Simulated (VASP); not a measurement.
# SnO2 in VASP: further runs, part 2 of 3

VASP 6.6.1.

## Step 3: Single point, PBEsol (uniaxial strain along c: -4.0 %)

INCAR reads:

```
PREC = Accurate ; ENCUT = 520
EDIFF = 1E-6 ; ISMEAR = 0
SIGMA = 0.02 ; LREAL = False
LASPH = True ; NELM = 100
ALGO = Normal ; ISIF = 2
LWAVE = False ; LCHARG = False
GGA = PS ; NBANDS = 35
```

KPOINTS reads:

```
Automatic mesh
0
Gamma
  6 6 8
```

POSCAR reads:

```
SnO2
1.0
    4.8163442330      0.0000000000      0.0000000000
    0.0000000000      4.8177664639      0.0000000000
    0.0000000000      0.0000000000      3.0834999817
Sn O
2 4
Direct
    0.5000000000      0.5000000000      0.5000000000
    0.0000000000      0.0000000000      0.0000000000
    0.3055012028      0.3055766226      0.0000000000
    0.8055012028      0.1944233774      0.5000000000
    0.1944987972      0.8055766226      0.5000000000
    0.6944987972      0.6944233774      0.0000000000
```

Potentials or basis: VASP PAW PBE potentials, release 64 (Sn_d, O).

Run with:

```bash
$ cat potpaw_PBE.64/Sn_d/POTCAR potpaw_PBE.64/O/POTCAR > POTCAR
$ mpirun -np 1 vasp_std > vasp.out
```

OUTCAR:

```text
PREC = Accurate
   ENCUT = 520
   EDIFF = 1E-6
   ISMEAR = 0
   LREAL = False
   LASPH = True
   NELM = 100
   ISIF = 2
   GGA = PS

 ion  position               nearest neighbor table
   1  0.500  0.500  0.500-   3 2.03   6 2.03   3 2.03   6 2.03   5 2.08   4 2.08   2 3.74   2 3.74
                             2 3.74   2 3.74   2 3.74   2 3.74   2 3.74   2 3.74
   2  0.000  0.000  0.000-   4 2.03   5 2.03   4 2.03   5 2.03   3 2.08   6 2.08   1 3.74   1 3.74
                             1 3.74   1 3.74   1 3.74   1 3.74   1 3.74   1 3.74
   3  0.306  0.306  0.000-   1 2.03   1 2.03   2 2.08
   4  0.806  0.194  0.500-   2 2.03   2 2.03   1 2.08
   5  0.194  0.806  0.500-   2 2.03   2 2.03   1 2.08
   6  0.694  0.694  0.000-   1 2.03   1 2.03   2 2.08

  LATTYP: Found a simple orthorhombic cell.
 ALAT       =     3.0834999817
 B/A-ratio  =     1.5619731674
 C/A-ratio  =     1.5624344065

  Lattice vectors:

 A1 = (   0.0000000000,   0.0000000000,   3.0834999817)
 A2 = (   4.8163442330,   0.0000000000,   0.0000000000)
 A3 = (   0.0000000000,   4.8177664639,   0.0000000000)

Analysis of symmetry for initial positions (statically):
=====================================================================
 Subroutine PRICEL returns:
 Original cell was already a primitive cell.

 Routine SETGRP: Setting up the symmetry group for a
 simple orthorhombic supercell.

 Subroutine GETGRP returns: Found  8 space group operations
 (whereof  4 operations were pure point group operations)
 out of a pool of  8 trial point group operations.

The static configuration has the point symmetry C_2h.
 The point group associated with its full space group is D_2h.

Analysis of symmetry for dynamics (positions and initial velocities):
=====================================================================
 Subroutine PRICEL returns:
 Original cell was already a primitive cell.

 Routine SETGRP: Setting up the symmetry group for a
 simple orthorhombic supercell.

 Subroutine GETGRP returns: Found  8 space group operations
[... 136 lines left out ...]
   LORBIT       =      0    0 simple, 1 ext, 2 COOP (PROOUT), +10 PAW based schemes
   GGA     = PS    functional components
   LHFCALC =     F    Hartree Fock is set to
   AEXX    =    0.0000 exact exchange contribution
   IVDW    =     0    specifies the selected vdW correction
   LEPSILON=     F    determine dielectric tensor
   LRPA    =     F    only Hartree local field effects (RPA)
 non-spin polarized calculation
 Gauss-broadening in eV      SIGMA  =   0.02
  energy-cutoff  :      520.00
  volume of cell :       71.55
 maximum number of plane-waves:      1956
 NGX is ok and might be reduce to    36
   NGX = 17   NGY = 17   NGZ = 11

 number of electron      52.0000001 magnetization

 Free energy of the ion-electron system (eV)
  ---------------------------------------------------
  ext. energy  EPLUGINS =         0.00000000
  ---------------------------------------------------
  free energy    TOTEN  =       -39.52937654 eV

  energy without entropy =      -39.52937654  energy(sigma->0) =      -39.52937654

 E-fermi :   6.1465     XC(G=0): -11.5133

 val. band max:        5.9984603621   @ k =   0.0000   0.0000   0.0000
 cond. band min:       7.3045199037   @ k =   0.0000   0.0000   0.0000
 fundamental gap:      1.3060595417
 Fermi energy:         6.1465159618

 k-point     1 :       0.0000    0.0000    0.0000
  band No.  band energies     occupation
      1     -15.0909      2.00000
      2     -14.3878      2.00000
      3     -13.9726      2.00000
      4     -13.9368      2.00000
      5     -13.9368      2.00000
      6     -13.8051      2.00000
[... 901 lines left out ...]
     34      18.0430      0.00000
     35      18.5558      0.00000

 [... further k-points ...]

------------------------ aborting loop because EDIFF is reached ----------------------------------------

  FORCE on cell =-STRESS in cart. coord.  units (eV):
  Direction    XX          YY          ZZ          XY          YZ          ZX
  --------------------------------------------------------------------------------------
  -------------------------------------------------------------------------------------
  Total        1.2485430      1.2387799      7.3915934      0.0000000      0.0000000      0.0000000
  in kB       27.9580494     27.7394290    165.5165556      0.0000000      0.0000000      0.0000000
  external PRESSURE =      73.7380114 kB  Pullay stress =       0.0000000 kB

 VOLUME and BASIS-vectors are now :
 -----------------------------------------------------------------------------
  energy-cutoff  :      520.00
  volume of cell :       71.55
      direct lattice vectors                 reciprocal lattice vectors
     4.816344233  0.000000000  0.000000000     0.207626356  0.000000000  0.000000000
     0.000000000  4.817766464  0.000000000     0.000000000  0.207565063  0.000000000
     0.000000000  0.000000000  3.083499982     0.000000000  0.000000000  0.324306796

 POSITION                                       TOTAL-FORCE (eV/Angst)
 -----------------------------------------------------------------------------------
      2.40817      2.40888      1.54175         0.000000      0.000000      0.000000
      0.00000      0.00000      0.00000         0.000000      0.000000      0.000000
      1.47140      1.47220      0.00000        -0.139340     -0.139102     -0.000000
      3.87957      0.93669      1.54175        -0.139340      0.139102     -0.000000
      0.93677      3.88108      1.54175         0.139340     -0.139102      0.000000
      3.34495      3.34557      0.00000         0.139340      0.139102      0.000000
 -----------------------------------------------------------------------------------
    total drift:                               -0.000000      0.000000      0.000000

  FREE ENERGIE OF THE ION-ELECTRON SYSTEM (eV)
  ---------------------------------------------------
  free  energy   TOTEN  =       -39.5293765391 eV

  energy  without entropy=      -39.5293765391  energy(sigma->0) =      -39.52937654
```

Run time: 3.8 min. Hardware: 1 thread of Intel Xeon 8259CL, shared host; peak memory 0.28 GiB.

Results:

* Free energy: -39.5294 eV
* Pressure: 7.4 GPa
* Largest force: 0.197 eV/Å
* Band gap on the k mesh: 1.31 eV

Forces on the atoms (eV/Å):
```
Sn   0.000  0.000  0.000
Sn   0.000  0.000  0.000
O   -0.139 -0.139  0.000
O   -0.139  0.139  0.000
O    0.139 -0.139  0.000
O    0.139  0.139  0.000
```

Stress tensor (GPa, compression positive):
```
 2.80  0.00  0.00
 0.00  2.77  0.00
 0.00  0.00 16.55
```

Levels at points of the mesh, in eV from the valence-band top:
| k point | band 23 | band 24 | band 25 | band 26 | band 27 | band 28 | band 29 | band 30 |
| --- | --- | --- | --- | --- | --- | --- | --- | --- |
| (0.00, 0.00, 0.00) | -1.12 | -0.87 | -0.87 | 0.00 | 1.31 | 6.49 | 6.50 | 6.55 |
| (0.50, 0.00, 0.00) | -1.10 | -1.10 | -0.70 | -0.70 | 4.40 | 4.40 | 7.32 | 7.32 |
| (0.00, 0.50, 0.00) | -1.09 | -1.09 | -0.70 | -0.70 | 4.40 | 4.40 | 7.32 | 7.32 |
| (0.50, 0.50, 0.00) | -1.19 | -1.19 | -1.02 | -1.02 | 4.94 | 4.94 | 7.64 | 7.64 |
| (0.00, 0.00, 0.50) | -1.67 | -1.67 | -1.28 | -1.28 | 6.16 | 6.16 | 9.40 | 9.40 |
| (0.50, 0.00, 0.50) | -1.16 | -1.16 | -0.82 | -0.82 | 6.38 | 6.38 | 7.61 | 7.61 |
| (0.00, 0.50, 0.50) | -1.16 | -1.16 | -0.82 | -0.82 | 6.38 | 6.38 | 7.61 | 7.61 |
| (0.50, 0.50, 0.50) | -1.02 | -1.02 | -0.92 | -0.92 | 4.67 | 4.67 | 8.71 | 8.71 |

Caveat: the cell differs from its parent crystal (uniaxial strain along c: -4.0 %); the cell stands under pressure; the PAW data sets were made with another functional, which shifts forces and pressure a little; spin-orbit coupling is left out, which moves the levels of the heavy elements.

## Step 4: Single point, PBEsol (uniaxial strain along c: -6.0 %, then relaxed in part)

INCAR reads:

```
PREC = Accurate
ENCUT = 520
EDIFF = 1E-7
ISMEAR = 0
SIGMA = 0.02
LREAL = False
LASPH = True
NELM = 60
ALGO = Normal
ISIF = 2
LWAVE = False
LCHARG = True
GGA = PS
LELF = True
LVHAR = True
NBANDS = 35
```

KPOINTS is that of step 3.

POSCAR reads:

```
SnO2
1.0
    4.8764526562      0.0000000000      0.0000000000
    0.0000000000      4.8766638462      0.0000000000
    0.0000000000      0.0000000000      3.0192603988
Sn O
2 4
Direct
    0.5000000000      0.5000000000      0.5000000000
    0.0000000000      0.0000000000      0.0000000000
    0.3037101796      0.3037642730      0.0000000000
    0.8037101796      0.1962357270      0.5000000000
    0.1962898204      0.8037642730      0.5000000000
    0.6962898204      0.6962357270      0.0000000000
```

Run with:

```bash
$ cat potpaw_PBE.64/Sn_d/POTCAR potpaw_PBE.64/O/POTCAR > POTCAR
$ mpirun -np 1 vasp_std > vasp.out
```

Run time: 3.7 min. Hardware: 1 thread of Intel Xeon 8259CL, shared host; peak memory 0.28 GiB.

Results (log left out):

```yaml
Free_energy: -39.3722 eV
Pressure: 7.8 GPa
Largest_force: 0.036 eV/Å
Band_gap_on_the_k_mesh: 1.30 eV
```

Forces in eV/Å, atoms in the order of the input:
```
Sn   0.000  0.000  0.000
Sn   0.000  0.000  0.000
O   -0.025 -0.025  0.000
O   -0.025  0.025  0.000
O    0.025 -0.025  0.000
O    0.025  0.025  0.000
```

Stress tensor (GPa, compression positive):
```
 0.58  0.00  0.00
 0.00  0.58  0.00
 0.00  0.00 22.15
```

Levels at points of the mesh, in eV from the valence-band top:
```
           k point  band 23  band 24  band 25  band 26  band 27  band 28  band 29  band 30
(0.00, 0.00, 0.00)    -1.03    -0.91    -0.91     0.00     1.30     6.66     6.66     6.85
(0.50, 0.00, 0.00)    -1.01    -1.01    -0.72    -0.72     4.34     4.34     7.59     7.59
(0.00, 0.50, 0.00)    -1.01    -1.01    -0.72    -0.72     4.34     4.34     7.59     7.59
(0.50, 0.50, 0.00)    -1.08    -1.08    -1.08    -1.08     5.00     5.00     7.81     7.81
(0.00, 0.00, 0.50)    -1.64    -1.64    -1.27    -1.27     6.07     6.07     9.14     9.14
(0.50, 0.00, 0.50)    -1.17    -1.17    -0.88    -0.88     6.27     6.27     7.32     7.32
(0.00, 0.50, 0.50)    -1.17    -1.17    -0.88    -0.88     6.27     6.27     7.32     7.32
(0.50, 0.50, 0.50)    -1.01    -1.01    -0.95    -0.95     4.46     4.46     8.74     8.74
```

Caveat: the cell differs from its parent crystal (uniaxial strain along c: -6.0 %, then relaxed in part); the cell stands under pressure; the PAW data sets were made with another functional, which shifts forces and pressure a little; spin-orbit coupling is left out, which moves the levels of the heavy elements.

## Step 5: Single point, PBEsol

This run uses another cell than the first one, of 11.97 Å³/atom.

INCAR reads:

```
SYSTEM = SnO2
PREC = Accurate ; ENCUT = 520
EDIFF = 1E-6 ; ISMEAR = 0
SIGMA = 0.02 ; LREAL = .FALSE.
LASPH = .TRUE. ; NELM = 100
ALGO = Normal ; ISIF = 2
LWAVE = .FALSE. ; LCHARG = .FALSE.
GGA = PS ; NBANDS = 35
```

KPOINTS reads:

```
Automatic mesh
0
G
  6 6 8
  0 0 0
```

POSCAR is that of step 4.

Run with:

```bash
$ cat potpaw_PBE.64/Sn_d/POTCAR potpaw_PBE.64/O/POTCAR > POTCAR
$ mpirun -np 1 vasp_std > vasp.out
```

Run time: 3.6 min. Hardware: 1 thread of Intel Xeon 8259CL, shared host; peak memory 0.28 GiB.

The run converged. Its results:

```
Free energy            : -39.3722 eV
Pressure               : 7.8 GPa
Largest force          : 0.036 eV/Å
Band gap on the k mesh : 1.30 eV
```

Forces in eV/Å, atoms in the order of the input:
```
Sn   0.000  0.000  0.000
Sn   0.000  0.000  0.000
O   -0.025 -0.025  0.000
O   -0.025  0.025  0.000
O    0.025 -0.025  0.000
O    0.025  0.025  0.000
```

Stress tensor (GPa, compression positive):
```
 0.58  0.00  0.00
 0.00  0.58  0.00
 0.00  0.00 22.15
```

Levels at points of the mesh, in eV from the valence-band top:
```tsv
k point	band 23	band 24	band 25	band 26	band 27	band 28	band 29	band 30
(0.00, 0.00, 0.00)	-1.03	-0.91	-0.91	0.00	1.30	6.66	6.66	6.85
(0.50, 0.00, 0.00)	-1.01	-1.01	-0.72	-0.72	4.34	4.34	7.59	7.59
(0.00, 0.50, 0.00)	-1.01	-1.01	-0.72	-0.72	4.34	4.34	7.59	7.59
(0.50, 0.50, 0.00)	-1.08	-1.08	-1.08	-1.08	5.00	5.00	7.81	7.81
(0.00, 0.00, 0.50)	-1.64	-1.64	-1.27	-1.27	6.07	6.07	9.14	9.14
(0.50, 0.00, 0.50)	-1.17	-1.17	-0.88	-0.88	6.27	6.27	7.32	7.32
(0.00, 0.50, 0.50)	-1.17	-1.17	-0.88	-0.88	6.27	6.27	7.32	7.32
(0.50, 0.50, 0.50)	-1.01	-1.01	-0.95	-0.95	4.46	4.46	8.74	8.74
```

Caveat: the cell stands under pressure; the PAW data sets were made with another functional, which shifts forces and pressure a little; spin-orbit coupling is left out, which moves the levels of the heavy elements.

(Part 2 of 3 ends here.)
